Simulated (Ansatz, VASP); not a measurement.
## Two plane-wave programs on BN

File INCAR:

```
SYSTEM = BN
PREC = Accurate ; ENCUT = 600
EDIFF = 1E-6 ; ISMEAR = 0
SIGMA = 0.05 ; LREAL = .False.
LASPH = .True. ; NELM = 120
ALGO = Normal ; ISIF = 2
LWAVE = .False. ; LCHARG = .True.
GGA = CA ; LELF = .True.
LVHAR = .True. ; NBANDS = 16
GGA_COMPAT = .False.
```

Contents of KPOINTS:

```
Automatic mesh
0
Gamma
  12 12 4
  0 0 0
```

File POSCAR:

```
BN
1.0
    2.5039917043      0.0000000000      0.0000000000
   -1.2519958522      2.1685204268      0.0000000000
    0.0000000000      0.0000000000      6.6612000000
B N
2 2
Direct
    0.2734289815      0.6666666667      0.2500000000
    0.6666415559      0.3333333333      0.7500000000
    0.3333304784      0.6666666667      0.7500000000
    0.7129205026      0.3333333333      0.2500000000
```

Input for Ansatz:

```yaml
crystal:
  lattice:
    - [2.5039917043, 0.0, 0.0]
    - [-1.2519958522, 2.1685204268, 0.0]
    - [0.0, 0.0, 6.6612]
  atoms:
    - { symbol: B, position: [0.2734289815, 0.6666666667, 0.25] }
    - { symbol: B, position: [0.6666415559, 0.3333333333, 0.75] }
    - { symbol: "N", position: [0.3333304784, 0.6666666667, 0.75] }
    - { symbol: "N", position: [0.7129205026, 0.3333333333, 0.25] }
basis:
  ecutwfc: 420
kpoints:
  mp_grid: { grid: [12, 12, 4] }
hamiltonian:
  xc: lda
scf:
  occupations: { method: gaussian, width: 0.05 }
  eigensolver: { kind: davidson }
output:
  forces: true
  eigenvalues: true
  stress: true
```

Alike in both runs: task single point; functional LDA; k mesh 12 × 12 × 4; occupations gaussian, width 0.05 eV; no spin polarisation.

|  | VASP | Ansatz |
| --- | --- | --- |
| version | VASP 6.6.1 | Ansatz 0.2.0 |
| potentials or method | VASP PAW LDA potentials, release 64 (B, N), cutoff 600 eV | scalar-relativistic, plane waves, PAW |
| valence electrons in the cell | 16 | 16 |

```csv
,VASP,Ansatz,Ansatz less VASP
gap on the k mesh at the Fermi level (eV),2.10,2.12,+0.019
pressure (GPa),9.3,9.2,-0.11
"traceless stress, the component that is largest in VASP (GPa)",20.14,20.23,+0.091
rms of the force components (eV/Å),5.141,5.165,+0.0237
```

LDA's correlation is that of Perdew and Zunger in VASP and of Perdew and Wang (1992) in Ansatz. Atom by atom the forces differ by 0.024 eV/Å (rms over components).
